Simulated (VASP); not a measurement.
Wanted: the native input for a VASP 6.6.1 run.

| Item | Value |
| --- | --- |
| Task | single point |
| Functional | PBE |
| Potentials or basis | VASP PAW PBE potentials, release 64 (Cs_sv, Sn_d, Br) |
| Cutoff | 500 eV |
| k mesh | 4 × 4 × 4 |
| Occupations | gaussian, width 0.01 eV |
| Spin | no spin polarisation |
| Dipole correction | no |
| Further INCAR settings | ALGO = Normal; EDIFF = 1e-06; NBANDS = 30 |

The structure of CsSnBr3 lies in POSCAR:

```
CsSnBr3
1.0
    5.8411488102      0.0000000000      0.0000000000
    0.0000000000      5.8411488102      0.0000000000
    0.0000000000      0.0000000000      5.8411488102
Cs Sn Br
1 1 3
Direct
    0.0000000000      0.0000000000      0.0000000000
    0.5000000000      0.5000000000      0.5000000000
    0.5000000000      0.5000000000      0.0000000000
    0.5000000000      0.0000000000      0.5000000000
    0.0000000000      0.5000000000      0.5000000000
```

These files were run (other wordings do the same):

INCAR

```
PREC     = Accurate       # precision mode
ENCUT    = 500            # plane-wave cutoff, eV
EDIFF    = 1E-6           # SCF threshold, eV
ISMEAR   = 0              # smearing method
SIGMA    = 0.01           # smearing width, eV
LREAL    = F              # projectors in reciprocal space
LASPH    = T              # aspherical terms in the spheres
NELM     = 120            # most SCF steps
ALGO     = Normal         # electronic algorithm
ISIF     = 2              # what is computed and relaxed
LWAVE    = F              # write WAVECAR
LCHARG   = F              # write CHGCAR
GGA      = PE             # functional
NBANDS   = 30             # bands
GGA_COMPAT= F
```

KPOINTS

```
Automatic mesh
0
Gamma
  4 4 4
```

Potentials or basis: VASP PAW PBE potentials, release 64 (Cs_sv, Sn_d, Br).

Run with:

```console
$ cat potpaw_PBE.64/Cs_sv/POTCAR potpaw_PBE.64/Sn_d/POTCAR potpaw_PBE.64/Br/POTCAR > POTCAR
$ mpirun -np 1 vasp_std > vasp.out
```

Results of the run:

* Pressure: 0.7 GPa
* Band gap on the k mesh: 0.50 eV

Caveat: semilocal functionals underestimate gaps, and a narrow one can read as zero; spin-orbit coupling is left out, which moves the levels of the heavy elements.

Wall time 33 s on 1 thread of Intel(R) Xeon(R) 6975P-C (Granite Rapids) (shared host), peak memory 0.34 GiB.
